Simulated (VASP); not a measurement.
A run of VASP 6.6.1 is set up as follows.

Contents of INCAR:

```
ALGO = Normal ; EDIFF = 1E-7
ENCUT = 520 ; GGA = PE
ISIF = 2 ; ISMEAR = 0
LASPH = T ; LCHARG = F
LREAL = F ; LWAVE = F
NBANDS = 11 ; NELM = 80
PREC = Accurate ; SIGMA = 0.01
```

The input KPOINTS:

```
k-points
0
Gamma
  8 8 8
```

POSCAR

```
BN
1.0
    0.0000000000      1.8048242572      1.8048242572
    1.8048242572      0.0000000000      1.8048242572
    1.8048242572      1.8048242572      0.0000000000
B N
1 1
Direct
    0.0000000000      0.0000000000      0.0000000000
    0.7500000000      0.7500000000      0.7500000000
```

Potentials or basis: VASP PAW PBE potentials, release 64 (B, N).

Launch:

```console
$ cat potpaw_PBE.64/B/POTCAR potpaw_PBE.64/N/POTCAR > POTCAR
$ mpirun -np 1 vasp_std > vasp.out
```

(1) Estimate the pressure.

(2) Estimate the band gap on the k mesh.

## Answers

(1) 5.0 GPa.

(2) 4.46 eV, indirect (least direct gap 8.84 eV).
